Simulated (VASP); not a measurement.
Set up this calculation in VASP 6.6.1, as the native input.

```yaml
Task: single point
Functional: PBE
Potentials_or_basis: VASP PAW PBE potentials, release 64 (Sb, Ga_d)
Cutoff: 520 eV
k_mesh: 7 × 5 × 1
Occupations: fermi-dirac, width 0.1 eV
Spin: no spin polarisation
Dipole_correction: yes
Further_INCAR_settings: LREAL = Auto; ALGO = Normal; EDIFF = 1e-06; NBANDS = 106
```

The structure of GaSb lies in POSCAR:

```
GaSb
1.0
    4.3260792873      0.0000000000      0.0000000000
    0.0000000000      6.1180000000      0.0000000000
    0.0000000000      0.0000000000     34.4673567928
Sb Ga
10 10
Direct
    1.0000000000      0.7500000000      0.2803533703
    0.5000000000      0.2500000000      0.2175971904
    1.0000000000      0.7500000000      0.4058657301
    0.5000000000      0.2500000000      0.3431095502
    1.0000000000      0.7500000000      0.5313780900
    0.5000000000      0.2500000000      0.4686219100
    1.0000000000      0.7500000000      0.6568904498
    0.5000000000      0.2500000000      0.5941342699
    1.0000000000      0.7500000000      0.7824028096
    0.5000000000      0.2500000000      0.7196466297
    1.0000000000      0.0000000000      0.2175971904
    0.5000000000      0.5000000000      0.2803533703
    1.0000000000      0.0000000000      0.3431095502
    0.5000000000      0.5000000000      0.4058657301
    1.0000000000      0.0000000000      0.4686219100
    0.5000000000      0.5000000000      0.5313780900
    1.0000000000      0.0000000000      0.5941342699
    0.5000000000      0.5000000000      0.6568904498
    1.0000000000      0.0000000000      0.7196466297
    0.5000000000      0.5000000000      0.7824028096
```

These files were run (other wordings do the same):

INCAR

```
  PREC = Accurate
  ENCUT = 520
  EDIFF = 1E-6
  ISMEAR = -1
  SIGMA = 0.1
  LREAL = Auto
  LASPH = T
  NELM = 80
  ALGO = Normal
  ISIF = 2
  LWAVE = F
  LCHARG = F
  LDIPOL = T
  IDIPOL = 3
  DIPOL = 0.5 0.5 0.500
  GGA = PE
  NBANDS = 106
  KPAR = 4
```

KPOINTS

```
regular mesh
0
Gamma
  7 5 1
```

Potentials or basis: VASP PAW PBE potentials, release 64 (Sb, Ga_d).

The run is started by

```sh
$ cat potpaw_PBE.64/Sb/POTCAR potpaw_PBE.64/Ga_d/POTCAR > POTCAR
$ mpirun -np 4 vasp_std > vasp.out
```

Results of the run:

The largest force is 1.148 eV/Å and the band gap on the k mesh is 0.15 eV (least direct gap 0.25 eV).

Caveat: semilocal functionals underestimate gaps, and a narrow one can read as zero; spin-orbit coupling is left out, which moves the levels of the heavy elements.

Run time: 16 min on 4 MPI ranks on Oxide Virtual Turin-like Processor, with other jobs on the host, peak memory 1.2 GiB a rank.
